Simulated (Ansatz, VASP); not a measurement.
## One calculation of GaIr, two programs

```
Ga Ir
1.0
     3.00400   -0.01502   -0.01502
    -0.01502    3.00400   -0.01502
    -0.01502   -0.01502    3.00400
Ga Ir
1 1
Direct
  0.00000 0.00000 0.00000
  0.50000 0.50000 0.50000
```

Change from the starting cell: equal xy, yz and zx shear strains of -1 %.

Alike in both runs: task single point; functional PBEsol; k mesh 12 × 12 × 12; occupations fermi-dirac, width 0.05 eV; no spin polarisation.

|  | VASP | Ansatz |
| --- | --- | --- |
| version | VASP 6.6.1 | Ansatz 0.2.0 |
| potentials or method | VASP PAW PBE potentials, release 64 (Ga_d, Ir), cutoff 520 eV | all-electron LAPW, scalar-relativistic |

```tsv
	VASP	Ansatz	Ansatz less VASP
pressure (GPa)	4.7	4.1	-0.58
traceless stress, the component that is largest in VASP (GPa)	0.85	0.84	-0.011
```

VASP's potentials were made for PBE, not for PBEsol. Ansatz ran all-electron here, and VASP with PAW potentials.

Neither program's run includes spin-orbit coupling.
